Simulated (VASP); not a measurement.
# Al (Im-3m) in VASP: a series of runs, part 2 of 2

VASP 6.6.1.

### 4 Single point, PBE

This run uses another cell than the first one, of 14.73 Å³/atom, 1.015 times its volume.

Input file INCAR:

```
PREC = Accurate
ENCUT = 520
EDIFF = 1E-6
ISMEAR = -1
SIGMA = 0.1
LREAL = False
LASPH = True
NELM = 80
ALGO = Normal
ISIF = 2
LWAVE = False
LCHARG = False
GGA = PE
NBANDS = 8
```

Input file KPOINTS:

```
Automatic mesh
0
Gamma
  18 18 18
```

Input file POSCAR:

```
Al
1.0
   -1.5441863378      1.5441863378      1.5441863378
    1.5441863378     -1.5441863378      1.5441863378
    1.5441863378      1.5441863378     -1.5441863378
Al
1
Direct
    0.0000000000      0.0000000000      0.0000000000
```

Potentials or basis: VASP PAW PBE potentials, release 64 (Al).

Launch:

```sh
cat potpaw_PBE.64/Al/POTCAR > POTCAR
mpirun -np 1 vasp_std > vasp.out
```

OUTCAR:

```text
PREC = Accurate
   ENCUT = 520
   EDIFF = 1E-6
   ISMEAR = -1
   LREAL = False
   LASPH = True
   NELM = 80
   ISIF = 2
   GGA = PE

 ion  position               nearest neighbor table
   1  0.000  0.000  0.000-

  LATTYP: Found a body centered cubic cell.
 ALAT       =     3.0883726756

  Lattice vectors:

 A1 = (  -1.5441863378,   1.5441863378,   1.5441863378)
 A2 = (   1.5441863378,  -1.5441863378,   1.5441863378)
 A3 = (   1.5441863378,   1.5441863378,  -1.5441863378)

Analysis of symmetry for initial positions (statically):
=====================================================================
 Subroutine PRICEL returns:
 Original cell was already a primitive cell.

 Routine SETGRP: Setting up the symmetry group for a
 body centered cubic supercell.

 Subroutine GETGRP returns: Found 48 space group operations
 (whereof 48 operations were pure point group operations)
 out of a pool of 48 trial point group operations.

The static configuration has the point symmetry O_h .

Analysis of symmetry for dynamics (positions and initial velocities):
=====================================================================
 Subroutine PRICEL returns:
 Original cell was already a primitive cell.

 Routine SETGRP: Setting up the symmetry group for a
 body centered cubic supercell.

 Subroutine GETGRP returns: Found 48 space group operations
 (whereof 48 operations were pure point group operations)
 out of a pool of 48 trial point group operations.

The dynamic configuration has the point symmetry O_h .

 Subroutine INISYM returns: Found 48 space group operations
 (whereof 48 operations are pure point group operations),
 and found     1 'primitive' translations

----------------------------------------------------------------------------------------

                                     Primitive cell

  volume of cell :      14.7285

  direct lattice vectors                    reciprocal lattice vectors
    -1.544186338  1.544186338  1.544186338     0.000000000  0.323795120  0.323795120
     1.544186338 -1.544186338  1.544186338     0.323795120  0.000000000  0.323795120
     1.544186338  1.544186338 -1.544186338     0.323795120  0.323795120  0.000000000

  length of vectors
     2.674609193  2.674609193  2.674609193     0.457915450  0.457915450  0.457915450

  position of ions in fractional coordinates (direct lattice)
     0.000000000  0.000000000  0.000000000

  ion indices of the primitive-cell ions
   primitive index   ion index
                 1           1

----------------------------------------------------------------------------------------

 KPOINTS: Automatic mesh

Automatic generation of k-mesh.
 Grid dimensions read from file:
 generate k-points for:   18   18   18

 Generating k-lattice:

  Cartesian coordinates                     Fractional coordinates (reciprocal lattice)
     0.000000000  0.017988618  0.017988618     0.055555556  0.000000000  0.000000000
     0.017988618  0.000000000  0.017988618     0.000000000  0.055555556  0.000000000
     0.017988618  0.017988618  0.000000000     0.000000000  0.000000000  0.055555556

  Length of vectors
     0.025439747  0.025439747  0.025439747

  Shift w.r.t. Gamma in fractional coordinates (k-lattice)
     0.000000000  0.000000000  0.000000000

 Subroutine IBZKPT returns following result:
 ===========================================

 Found    195 irreducible k-points:

 Following reciprocal coordinates:
            Coordinates               Weight
  0.000000  0.000000  0.000000      1.000000
  0.055556  0.000000  0.000000     12.000000
  0.111111  0.000000  0.000000     12.000000
  0.166667  0.000000  0.000000     12.000000
  0.222222  0.000000  0.000000     12.000000
  0.277778  0.000000  0.000000     12.000000
[... 16 lines left out ...]
  0.333333  0.111111 -0.000000     48.000000
  0.388889  0.111111  0.000000     48.000000
 [... further k-points ...]
   k-points           NKPTS =    195   k-points in BZ     NKDIM =    195   number of bands    NBANDS=      8
   number of dos      NEDOS =    301   number of ions     NIONS =      1
   total plane-waves  NPLWV =   8000
   dimension x,y,z NGX =    20 NGY =   20 NGZ =   20
   dimension x,y,z NGXF=    40 NGYF=   40 NGZF=   40
   ions per type =               1
   NGX,Y,Z   is equivalent  to a cutoff of  12.43, 12.43, 12.43 a.u.
   NGXF,Y,Z  is equivalent  to a cutoff of  24.86, 24.86, 24.86 a.u.
 SYSTEM =  unknown system
   PREC   = accura    normal or accurate (medium, high low for compatibility)
   ISTART =      0    job   : 0-new  1-cont  2-samecut
   ICHARG =      2    charge: 1-file 2-atom 10-const
   ISPIN  =      1    spin polarized calculation?
   LNONCOLLINEAR =      F non collinear calculations
   LSORBIT =      F    spin-orbit coupling
   LASPH  =      T    aspherical Exc in radial PAW
   ENCUT  =  520.0 eV  38.22 Ry    6.18 a.u.   4.97  4.97  4.97*2*pi/ulx,y,z
   NELM   =     80;   NELMIN=  2; NELMDL= -5     # of ELM steps
   EDIFF  = 0.1E-05   stopping-criterion for ELM
   LREAL  =      F    real-space projection
   EDIFFG = 0.1E-04   stopping-criterion for IOM
   NSW    =      0    number of steps for IOM
   IBRION =     -1    ionic relax: 0-MD 1-quasi-New 2-CG
   NFREE  =      0    steps in history (QN), initial steepest desc. (CG)
   ISIF   =      2    stress and relaxation
   ISYM   =      2    0-nonsym 1-usesym 2-fastsym
   POTIM  = 0.5000    time-step for ionic-motion
   TEBEG  =    0.0;   TEEND  =   0.0 temperature during run
   PSTRESS=    0.0 pullay stress
   NELECT =       3.0000    total number of electrons
   NUPDOWN=      -1.0000    fix difference up-down
   EMIN   =  10.00;   EMAX   =-10.00  energy-range for DOS
   EFERMI =   0.00;   METHOD = LEGACY
   ISMEAR =    -1;   SIGMA  =   0.10  broadening in eV -4-tet -1-fermi 0-gaus
   EFERMI_NEDOS =   21; number of points for ismear=-14 and -15
   IALGO  =     38    algorithm
   IMIX   =      4    mixing-type and parameters
     AMIX     =   0.40;   BMIX     =  1.00
     AMIX_MAG =   1.60;   BMIX_MAG =  1.00
  volume/ion in A,a.u.               =      14.73        99.39
  Fermi-wavevector in a.u.,A,eV,Ry     =   0.963228  1.820236 12.623584  0.927807
  Thomas-Fermi vector in A             =   2.092755
   LORBIT       =      0    0 simple, 1 ext, 2 COOP (PROOUT), +10 PAW based schemes
   GGA     = PE    functional components
   LHFCALC =     F    Hartree Fock is set to
   AEXX    =    0.0000 exact exchange contribution
   IVDW    =     0    specifies the selected vdW correction
   LEPSILON=     F    determine dielectric tensor
   LRPA    =     F    only Hartree local field effects (RPA)
 non-spin polarized calculation
  energy-cutoff  :      520.00
  volume of cell :       14.73
 maximum number of plane-waves:       410
   NGX =  9   NGY =  9   NGZ =  9

 number of electron       3.0000000 magnetization

 Free energy of the ion-electron system (eV)
  ---------------------------------------------------
  ext. energy  EPLUGINS =         0.00000000
  ---------------------------------------------------
  free energy    TOTEN  =        -3.57927489 eV

  energy without entropy =       -3.56667154  energy(sigma->0) =       -3.57297321

 E-fermi :   9.2716     XC(G=0): -10.6200

 val. band max:        9.2713409107   @ k =  -0.3889   0.3889   0.1667
 cond. band min:       9.2756206599   @ k =   0.3333   0.2778  -0.0000
 fundamental gap:      0.0042797493
 Fermi energy:         9.2715617118

 k-point     1 :       0.0000    0.0000    0.0000
  band No.  band energies     occupation
      1      -2.7005      2.00000
      2      23.2276      0.00000
      3      23.2276      0.00000
      4      23.2276      0.00000
      5      25.7093      0.00000
      6      25.7093      0.00000
      7      25.7093      0.00000
      8      26.4728      0.00000

 k-point     2 :       0.0556    0.0000    0.0000
  band No.  band energies     occupation
      1      -2.6047      2.00000
      2      22.1523      0.00000
      3      22.6998      0.00000
      4      22.8173      0.00000
      5      25.0309      0.00000
      6      25.5983      0.00000
      7      26.0444      0.00000
      8      26.3954      0.00000
[... 221 lines left out ...]
 k-point    23 :       0.3333    0.1111   -0.0000
  band No.  band energies     occupation
      1       2.1821      2.00000
      2       8.7512      1.98907
      3      15.0202      0.00000
      4      18.2301      0.00000
      5      21.8178      0.00000
      6      24.7120      0.00000
      7      28.2529      0.00000
      8      32.2619      0.00000

 k-point    24 :       0.3889    0.1111    0.0000
  band No.  band energies     occupation
      1       3.5423      2.00000
      2       6.8996      2.00000
      3      14.7598      0.00000
      4      17.9918      0.00000
      5      21.5731      0.00000
      6      24.5622      0.00000
      7      29.2257      0.00000
      8      31.9744      0.00000

 [... further k-points ...]
[... 5 lines left out ...]
  --------------------------------------------------------------------------------------
  -------------------------------------------------------------------------------------
  Total        1.1920672      1.1920672      1.1920672      0.0000000     -0.0000000     -0.0000000
  in kB      129.6737976    129.6737976    129.6737976      0.0000000     -0.0000000     -0.0000000
  external PRESSURE =     129.6737976 kB  Pullay stress =       0.0000000 kB

 VOLUME and BASIS-vectors are now :
 -----------------------------------------------------------------------------
  energy-cutoff  :      520.00
  volume of cell :       14.73
      direct lattice vectors                 reciprocal lattice vectors
    -1.544186338  1.544186338  1.544186338     0.000000000  0.323795120  0.323795120
     1.544186338 -1.544186338  1.544186338     0.323795120  0.000000000  0.323795120
     1.544186338  1.544186338 -1.544186338     0.323795120  0.323795120  0.000000000

 POSITION                                       TOTAL-FORCE (eV/Angst)
 -----------------------------------------------------------------------------------
      0.00000      0.00000      0.00000        -0.000000      0.000000     -0.000000
 -----------------------------------------------------------------------------------
    total drift:                                0.000000      0.000000     -0.000000

  FREE ENERGIE OF THE ION-ELECTRON SYSTEM (eV)
  ---------------------------------------------------
  free  energy   TOTEN  =        -3.5792748904 eV

  energy  without entropy=       -3.5666715363  energy(sigma->0) =       -3.57297321
```

It took 5.8 s on 1 thread of Intel Xeon 6975P-C (Granite Rapids), shared host; peak memory 0.13 GiB.

What came out:

| Property | Result |
| --- | --- |
| Free energy | -3.5793 eV |
| Pressure | 13.0 GPa |

Levels at points of the mesh, in eV from the Fermi level:
```csv
k point,band 1,band 2,band 3,band 4
"(0.00, 0.00, 0.00)",-11.97,13.96,13.96,13.96
"(0.50, 0.00, 0.00)",-4.78,-4.02,8.52,9.06
"(0.50, 0.50, 0.50)",2.05,2.05,2.05,2.77
```

### 5 Single point, PBE

This run uses another cell than the first one, of 14.72 Å³/atom, 1.014 times its volume.

Input file INCAR:

```
ALGO     = Normal         # electronic algorithm
EDIFF    = 1E-6           # SCF threshold, eV
ENCUT    = 520            # plane-wave cutoff, eV
GGA      = PE             # functional
ISIF     = 2              # what is computed and relaxed
ISMEAR   = -1             # smearing method
LASPH    = True           # aspherical terms in the spheres
LCHARG   = False          # write CHGCAR
LREAL    = False          # projectors in reciprocal space
LWAVE    = False          # write WAVECAR
NBANDS   = 8              # bands
NELM     = 60             # most SCF steps
PREC     = Accurate       # precision mode
SIGMA    = 0.1            # smearing width, eV
```

Input file KPOINTS:

```
k-points
0
Gamma
  18 18 18
```

Input file POSCAR:

```
Al
1.0
   -1.5440125407      1.5440125407      1.5440125407
    1.5440125407     -1.5440125407      1.5440125407
    1.5440125407      1.5440125407     -1.5440125407
Al
1
Direct
    0.0000000000      0.0000000000      0.0000000000
```

Launch:

```sh
cat potpaw_PBE.64/Al/POTCAR > POTCAR
mpirun -np 1 vasp_std > vasp.out
```

Wall time 5.8 s (1 thread of Intel Xeon 6975P-C (Granite Rapids), shared host); peak memory 0.12 GiB.

Results (log left out):

| Item | Value |
| --- | --- |
| Free energy | -3.5789 eV |
| Pressure | 13.0 GPa |

Levels at points of the mesh, in eV from the Fermi level:
```
           k point  band 1  band 2  band 3  band 4  band 5
(0.00, 0.00, 0.00)  -11.97   13.96   13.96   13.96   16.44
(0.50, 0.00, 0.00)   -4.78   -4.02    8.52    9.06   10.77
(0.50, 0.50, 0.50)    2.05    2.05    2.05    2.77    2.77
```

### 6 Overview

| task | cell | cutoff (eV) | gap on the mesh (eV) | pressure (GPa) |
| --- | --- | --- | --- | --- |
| relaxation of cell and atoms | relaxed to 13 GPa from a = 2.662 Å, angles 109.5°, 1 atom | 600 | none | 13.0 |
| relaxation of cell and atoms | relaxed to 13 GPa from a = 2.675 Å, angles 109.5°, 1 atom | 600 | none | 13.0 |
| single point | a = 2.675 Å, angles 109.5°, 1 atom | 520 | none | 13.0 |
| single point | a = 2.674 Å, angles 109.5°, 1 atom | 520 | none | 13.0 |

Alike in all rows: level PBE; potentials or basis VASP PAW PBE potentials, release 64 (Al); no spin polarisation; k mesh 18 × 18 × 18; smearing fermi-dirac 0.1 eV.

Caveats: the cell is relaxed towards a set pressure, so the enthalpy falls and the energy may rise (some runs); the relaxation stopped at its first step, so nothing moved (some runs).

Total energies depend on the potentials used, so only differences within one code and one set of settings carry meaning.
